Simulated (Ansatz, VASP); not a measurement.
## Nb: VASP beside Ansatz

```
Nb
1.0
     2.83587    0.00000    0.00000
    -1.41793    2.45593    0.00000
     0.00000    0.00000    5.18565
Nb
2
Direct
  0.33333 0.66667 0.25000
  0.66667 0.33333 0.75000
```

Alike in both runs: functional PBEsol; k mesh 12 × 12 × 7; occupations fermi-dirac, width 0.1 eV; no spin polarisation.

Ansatz relaxed the structure, and its values are those at the end. VASP's run is a single point on that final structure, the one shown.

|  | VASP | Ansatz |
| --- | --- | --- |
| version | VASP 6.6.1 | Ansatz 0.2.0 |
| potentials or method | VASP PAW PBE potentials, release 64 (Nb_sv), cutoff 520 eV | plane waves (420 eV) with PAW, scalar-relativistic |
| valence electrons in the cell | 26 | 26 |

```tsv
	VASP	Ansatz	Ansatz less VASP
pressure (GPa)	-0.3	0.0	+0.28
```

VASP's potentials were made for PBE, not for PBEsol, and Ansatz warns of the same on its side. With one functional, cell and mesh, what is left measures potentials, basis and numerics.
